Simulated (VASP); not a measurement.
# Cd2Se3 (P-3m1) in VASP: a series of runs

The runs below take Cd2Se3 through single point, relaxation of cell and atoms, with PBE.

Everything below comes from runs of VASP 6.6.1. Logs are shortened: lines on timing, memory, paths and dates and some standing lists are left out, and cuts for length are marked.

## Step 1: The cell of the first run

The structure is trigonal, space group P-3m1 (No. 164). Conventional cell: a = 4.003 Å, b = 4.003 Å, c = 8.750 Å, α = 90.00°, β = 90.00°, γ = 120.00°. Cd (site symmetry 3m) has 6 Se at 2.75 to 2.88 Å within 3.6 Å. Within 3.6 Å of Se (site symmetry 3m) lie 3 Cd at 2.75 Å and 3 Se at 3.27 Å. Within 3.8 Å of Se (site symmetry -3m) lie 6 Cd at 2.88 Å.

## Step 2: Single point, PBE

File INCAR:

```
  PREC = Accurate
  ENCUT = 520
  EDIFF = 1E-6
  ISMEAR = 0
  SIGMA = 0.1
  LREAL = F
  LASPH = T
  NELM = 80
  ALGO = Normal
  ISIF = 2
  LWAVE = F
  LCHARG = F
  GGA = PE
  NBANDS = 29
```

File KPOINTS:

```
Automatic mesh
0
Gamma
  12 12 4
```

File POSCAR:

```
Cd2Se3
1.0
    4.0027651318      0.0000000000      0.0000000000
   -2.0013825659      3.4664962895      0.0000000000
    0.0000000000      0.0000000000      8.7499685122
Cd Se
2 3
Direct
    0.6666666667      0.3333333333      0.8027203267
    0.3333333333      0.6666666667      0.1972796733
    0.6666666667      0.3333333333      0.3681310828
    0.3333333333      0.6666666667      0.6318689172
    0.0000000000      0.0000000000      0.0000000000
```

Potentials or basis: VASP PAW PBE potentials, release 64 (Cd, Se).

Run with:

```
$ cat potpaw_PBE.64/Cd/POTCAR potpaw_PBE.64/Se/POTCAR > POTCAR
$ mpirun -np 1 vasp_std > vasp.out
```

OUTCAR:

```text
PREC = Accurate
   ENCUT = 520
   EDIFF = 1E-6
   ISMEAR = 0
   LREAL = F
   LASPH = T
   NELM = 80
   ISIF = 2
   GGA = PE

 ion  position               nearest neighbor table
   1  0.667  0.333  0.803-   4 2.75   4 2.75   4 2.75   5 2.88   5 2.88   5 2.88
   2  0.333  0.667  0.197-   3 2.75   3 2.75   3 2.75   5 2.88   5 2.88   5 2.88
   3  0.667  0.333  0.368-   2 2.75   2 2.75   2 2.75
   4  0.333  0.667  0.632-   1 2.75   1 2.75   1 2.75
   5  0.000  0.000  0.000-   1 2.88   2 2.88   2 2.88   1 2.88   1 2.88   2 2.88

  LATTYP: Found a hexagonal cell.
 ALAT       =     4.0027651318
 C/A-ratio  =     2.1859809967

  Lattice vectors:

 A1 = (   4.0027651318,   0.0000000000,   0.0000000000)
 A2 = (  -2.0013825659,   3.4664962895,   0.0000000000)
 A3 = (   0.0000000000,   0.0000000000,   8.7499685122)

Analysis of symmetry for initial positions (statically):
=====================================================================
 Subroutine PRICEL returns:
 Original cell was already a primitive cell.

 Routine SETGRP: Setting up the symmetry group for a
 hexagonal supercell.

 Subroutine GETGRP returns: Found 12 space group operations
 (whereof 12 operations were pure point group operations)
 out of a pool of 24 trial point group operations.

The static configuration has the point symmetry D_3d.

Analysis of symmetry for dynamics (positions and initial velocities):
=====================================================================
 Subroutine PRICEL returns:
 Original cell was already a primitive cell.

 Routine SETGRP: Setting up the symmetry group for a
 hexagonal supercell.

 Subroutine GETGRP returns: Found 12 space group operations
 (whereof 12 operations were pure point group operations)
 out of a pool of 24 trial point group operations.

The dynamic configuration has the point symmetry D_3d.

 Subroutine INISYM returns: Found 12 space group operations
 (whereof 12 operations are pure point group operations),
 and found     1 'primitive' translations

----------------------------------------------------------------------------------------

                                     Primitive cell

  volume of cell :     121.4108

  direct lattice vectors                    reciprocal lattice vectors
     4.002765132  0.000000000  0.000000000     0.249827299  0.144237858  0.000000000
    -2.001382566  3.466496290  0.000000000     0.000000000  0.288475716  0.000000000
     0.000000000  0.000000000  8.749968512     0.000000000  0.000000000  0.114286126

  length of vectors
     4.002765132  4.002765132  8.749968512     0.288475716  0.288475716  0.114286126

  position of ions in fractional coordinates (direct lattice)
     0.666666667  0.333333333  0.802720327
     0.333333333  0.666666667  0.197279673
     0.666666667  0.333333333  0.368131083
     0.333333333  0.666666667  0.631868917
     0.000000000  0.000000000  0.000000000

  ion indices of the primitive-cell ions
   primitive index   ion index
                 1           1
                 2           2
                 3           3
                 4           4
                 5           5

----------------------------------------------------------------------------------------

 KPOINTS: Automatic mesh

Automatic generation of k-mesh.
 Grid dimensions read from file:
 generate k-points for:   12   12    4

 Generating k-lattice:

  Cartesian coordinates                     Fractional coordinates (reciprocal lattice)
     0.020818942  0.012019822  0.000000000     0.083333333  0.000000000  0.000000000
     0.000000000  0.024039643  0.000000000     0.000000000  0.083333333  0.000000000
     0.000000000  0.000000000  0.028571531     0.000000000  0.000000000  0.250000000

  Length of vectors
     0.024039643  0.024039643  0.028571531

  Shift w.r.t. Gamma in fractional coordinates (k-lattice)
     0.000000000  0.000000000  0.000000000

 Subroutine IBZKPT returns following result:
 ===========================================

 Found     69 irreducible k-points:

 Following reciprocal coordinates:
            Coordinates               Weight
  0.000000  0.000000  0.000000      1.000000
  0.083333 -0.000000  0.000000      6.000000
  0.166667 -0.000000  0.000000      6.000000
  0.250000  0.000000  0.000000      6.000000
  0.333333 -0.000000  0.000000      6.000000
  0.416667  0.000000  0.000000      6.000000
[... 16 lines left out ...]
  0.166667 -0.000000  0.250000      6.000000
  0.000000  0.166667  0.250000      6.000000
 [... further k-points ...]
   k-points           NKPTS =     69   k-points in BZ     NKDIM =     69   number of bands    NBANDS=     29
   number of dos      NEDOS =    301   number of ions     NIONS =      5
   total plane-waves  NPLWV =  63000
   dimension x,y,z NGX =    30 NGY =   30 NGZ =   70
   dimension x,y,z NGXF=    60 NGYF=   60 NGZF=  140
   ions per type =               2   3
   NGX,Y,Z   is equivalent  to a cutoff of  12.46, 12.46, 13.30 a.u.
   NGXF,Y,Z  is equivalent  to a cutoff of  24.92, 24.92, 26.60 a.u.
 SYSTEM =  unknown system
   PREC   = accura    normal or accurate (medium, high low for compatibility)
   ISTART =      0    job   : 0-new  1-cont  2-samecut
   ICHARG =      2    charge: 1-file 2-atom 10-const
   ISPIN  =      1    spin polarized calculation?
   LNONCOLLINEAR =      F non collinear calculations
   LSORBIT =      F    spin-orbit coupling
   LASPH  =      T    aspherical Exc in radial PAW
   ENCUT  =  520.0 eV  38.22 Ry    6.18 a.u.   7.44  7.44 16.27*2*pi/ulx,y,z
   NELM   =     80;   NELMIN=  2; NELMDL= -5     # of ELM steps
   EDIFF  = 0.1E-05   stopping-criterion for ELM
   LREAL  =      F    real-space projection
   EDIFFG = 0.1E-04   stopping-criterion for IOM
   NSW    =      0    number of steps for IOM
   IBRION =     -1    ionic relax: 0-MD 1-quasi-New 2-CG
   NFREE  =      0    steps in history (QN), initial steepest desc. (CG)
   ISIF   =      2    stress and relaxation
   ISYM   =      2    0-nonsym 1-usesym 2-fastsym
   POTIM  = 0.5000    time-step for ionic-motion
   TEBEG  =    0.0;   TEEND  =   0.0 temperature during run
   PSTRESS=    0.0 pullay stress
   NELECT =      42.0000    total number of electrons
   NUPDOWN=      -1.0000    fix difference up-down
   EMIN   =  10.00;   EMAX   =-10.00  energy-range for DOS
   EFERMI =   0.00;   METHOD = LEGACY
   ISMEAR =     0;   SIGMA  =   0.10  broadening in eV -4-tet -1-fermi 0-gaus
   EFERMI_NEDOS =   21; number of points for ismear=-14 and -15
   IALGO  =     38    algorithm
   IMIX   =      4    mixing-type and parameters
     AMIX     =   0.40;   BMIX     =  1.00
     AMIX_MAG =   1.60;   BMIX_MAG =  1.00
  volume/ion in A,a.u.               =      24.28       163.86
  Fermi-wavevector in a.u.,A,eV,Ry     =   1.149226  2.171722 17.969495  1.320721
  Thomas-Fermi vector in A             =   2.285897
   LORBIT       =      0    0 simple, 1 ext, 2 COOP (PROOUT), +10 PAW based schemes
   GGA     = PE    functional components
   LHFCALC =     F    Hartree Fock is set to
   AEXX    =    0.0000 exact exchange contribution
   IVDW    =     0    specifies the selected vdW correction
   LEPSILON=     F    determine dielectric tensor
   LRPA    =     F    only Hartree local field effects (RPA)
 non-spin polarized calculation
 Gauss-broadening in eV      SIGMA  =   0.10
  energy-cutoff  :      520.00
  volume of cell :      121.41
 maximum number of plane-waves:      3297
 NGX is ok and might be reduce to    30
   NGX = 15   NGY = 15   NGZ = 33

 number of electron      41.9999996 magnetization

 Free energy of the ion-electron system (eV)
  ---------------------------------------------------
  ext. energy  EPLUGINS =         0.00000000
  ---------------------------------------------------
  free energy    TOTEN  =       -12.84431467 eV

  energy without entropy =      -12.82059024  energy(sigma->0) =      -12.83245245

 E-fermi :   2.2734     XC(G=0):  -9.8137

 val. band max:        2.2570345937   @ k =   0.2500   0.0000   0.0000
 cond. band min:       2.2845143065   @ k =  -0.1667   0.4167   0.2500
 fundamental gap:      0.0274797127
 Fermi energy:         2.2734496196

 k-point     1 :       0.0000    0.0000    0.0000
  band No.  band energies     occupation
      1     -11.0046      2.00000
      2     -10.2250      2.00000
      3      -9.7326      2.00000
      4      -5.9021      2.00000
      5      -5.9021      2.00000
      6      -5.8170      2.00000
[... 21 lines left out ...]
     28       8.7977      0.00000
     29       9.4876      0.00000

 k-point     2 :       0.0833   -0.0000    0.0000
  band No.  band energies     occupation
      1     -10.9574      2.00000
      2     -10.2113      2.00000
      3      -9.7189      2.00000
      4      -5.8928      2.00000
      5      -5.8825      2.00000
      6      -5.8246      2.00000
[... 21 lines left out ...]
     28       9.0338      0.00000
     29       9.4694      0.00000

 k-point     3 :       0.1667   -0.0000    0.0000
  band No.  band energies     occupation
      1     -10.8218      2.00000
      2     -10.1733      2.00000
      3      -9.6851      2.00000
      4      -5.8719      2.00000
      5      -5.8372      2.00000
      6      -5.8128      2.00000
[... 21 lines left out ...]
     28       8.8507      0.00000
     29       9.6258      0.00000

 k-point     4 :       0.2500    0.0000    0.0000
  band No.  band energies     occupation
      1     -10.6171      2.00000
      2     -10.1203      2.00000
      3      -9.6498      2.00000
      4      -5.8576      2.00000
      5      -5.8333      2.00000
      6      -5.7693      2.00000
[... 597 lines left out ...]
     28       9.3535      0.00000
     29       9.6941      0.00000

 k-point    23 :       0.1667   -0.0000    0.2500
  band No.  band energies     occupation
      1     -10.7589      2.00000
      2     -10.3296      2.00000
      3      -9.5829      2.00000
      4      -5.8778      2.00000
      5      -5.8282      2.00000
      6      -5.8227      2.00000
[... 21 lines left out ...]
     28       8.7815      0.00000
     29       9.4428      0.00000

 k-point    24 :       0.0000    0.1667    0.2500
  band No.  band energies     occupation
      1     -10.7646      2.00000
      2     -10.3165      2.00000
      3      -9.5924      2.00000
      4      -5.8717      2.00000
      5      -5.8340      2.00000
      6      -5.7914      2.00000
[... 21 lines left out ...]
     28       9.0865      0.00000
     29       9.4275      0.00000

 [... further k-points ...]
[... 5 lines left out ...]
  --------------------------------------------------------------------------------------
  -------------------------------------------------------------------------------------
  Total        0.2287779      0.2287779      0.2151298      0.0000000      0.0000000      0.0000000
  in kB        3.0190292      3.0190292      2.8389249      0.0000000      0.0000000      0.0000000
  external PRESSURE =       2.9589944 kB  Pullay stress =       0.0000000 kB

 VOLUME and BASIS-vectors are now :
 -----------------------------------------------------------------------------
  energy-cutoff  :      520.00
  volume of cell :      121.41
      direct lattice vectors                 reciprocal lattice vectors
     4.002765132  0.000000000  0.000000000     0.249827299  0.144237858  0.000000000
    -2.001382566  3.466496290  0.000000000     0.000000000  0.288475716  0.000000000
     0.000000000  0.000000000  8.749968512     0.000000000  0.000000000  0.114286126

 POSITION                                       TOTAL-FORCE (eV/Angst)
 -----------------------------------------------------------------------------------
      2.00138      1.15550      7.02378        -0.000000     -0.000000     -0.002496
     -0.00000      2.31100      1.72619         0.000000      0.000000      0.002496
      2.00138      1.15550      3.22114        -0.000000      0.000000      0.029975
     -0.00000      2.31100      5.52883         0.000000     -0.000000     -0.029975
      0.00000      0.00000      0.00000         0.000000      0.000000     -0.000000
 -----------------------------------------------------------------------------------
    total drift:                                0.000000      0.000000      0.000000

  FREE ENERGIE OF THE ION-ELECTRON SYSTEM (eV)
  ---------------------------------------------------
  free  energy   TOTEN  =       -12.8443146683 eV

  energy  without entropy=      -12.8205902368  energy(sigma->0) =      -12.83245245
```

Run time: 91 s. Hardware: 1 thread of Intel Xeon 6975P-C (Granite Rapids), shared host; peak memory 0.37 GiB.

Results:

```
Free energy            : -12.8443 eV
Pressure               : 0.3 GPa
Largest force          : 0.030 eV/Å
Band gap on the k mesh : zero (band 21 reaches 2.59 eV, above the bottom of band 22 at 1.16 eV)
```

Forces on the atoms (eV/Å):
```
Cd   0.000  0.000 -0.002
Cd   0.000  0.000  0.002
Se   0.000  0.000  0.030
Se   0.000  0.000 -0.030
Se   0.000  0.000  0.000
```

(Part 1 of 2 ends here.)
